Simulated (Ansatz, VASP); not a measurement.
## SnSe: VASP beside Ansatz

```
Sn Se
1.0
     0.00000    2.93475    3.08525
     2.93475    0.00000    3.08525
     2.93475    2.93475    0.00000
Sn Se
1 1
Direct
  0.00000 0.00000 0.00000
  0.50000 0.50000 0.50000
```

Change from the starting cell: strain -0.025 along x and y, +0.025 along z, atoms carried along.

Alike in both runs: task single point; functional LDA; k mesh 8 × 8 × 8; occupations gaussian, width 0.05 eV; no spin polarisation.

```csv
,VASP,Ansatz
version,VASP 6.6.1,Ansatz 0.2.0
potentials or method,"VASP PAW LDA potentials, release 64 (Sn_d, Se), cutoff 520 eV","scalar-relativistic, plane waves, PAW"
valence electrons in the cell,20,30
```

VASP gave:

| Quantity | Value |
| --- | --- |
| gap on the k mesh at the Fermi level (eV) | 0.65 |
| least direct gap on the mesh (eV) | 0.70 |
| pressure (GPa) | -1.7 |
| traceless stress, the component that is largest in VASP (GPa) | -3.76 |

Question: Which values does Ansatz return?

Answer: gap on the k mesh at the Fermi level (eV): 0.65; least direct gap on the mesh (eV): 0.71; pressure (GPa): -1.8; traceless stress, the component that is largest in VASP (GPa): -3.72.

LDA's correlation is that of Perdew and Zunger in VASP and of Perdew and Wang (1992) in Ansatz. VASP's potentials hold 20 valence electrons a cell and Ansatz's 30, so a difference there can come from the potentials and not from the codes.
